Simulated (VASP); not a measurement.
Here is a VASP 6.6.1 calculation.

File INCAR:

```
SYSTEM = SnS2
PREC = Accurate ; ENCUT = 500
EDIFF = 1E-6 ; ISMEAR = 0
SIGMA = 0.1 ; LREAL = .False.
LASPH = .True. ; NELM = 120
ALGO = Normal ; ISIF = 2
LWAVE = .False. ; LCHARG = .True.
GGA = PE ; LELF = .True.
LVHAR = .True. ; NBANDS = 20
GGA_COMPAT = .False.
```

Contents of KPOINTS:

```
regular mesh
0
Gamma
  3 3 2
  0 0 0
```

POSCAR

```
SnS2
1.0
    3.6743056006      0.0000000000      0.0000000000
   -1.8371528003      3.1820419914      0.0000000000
    0.0000000000      0.0000000000      6.2288318400
Sn S
1 2
Direct
    0.0000000000      0.0000000000      0.0000000000
    0.3333333333      0.6666666667      0.2346534700
    0.6666666667      0.3333333333      0.7653465300
```

Potentials or basis: VASP PAW PBE potentials, release 64 (Sn_d, S).

Launch:

```sh
$ cat potpaw_PBE.64/Sn_d/POTCAR potpaw_PBE.64/S/POTCAR > POTCAR
$ mpirun -np 1 vasp_std > vasp.out
```

(1) What does it give for the pressure?

(2) What does it give for the largest force?

(3) Estimate the band gap on the k mesh.

Answers

(1) 3.1 GPa.

(2) 0.122 eV/Å.

(3) 2.13 eV, indirect (least direct gap 2.14 eV).

Caveat: the k points lie up to 0.66 Å⁻¹ apart; spin-orbit coupling is left out, which moves the levels of the heavy elements; this functional lacks dispersion, which binds the layers, so the pressure and a relaxed spacing across them are unreliable.
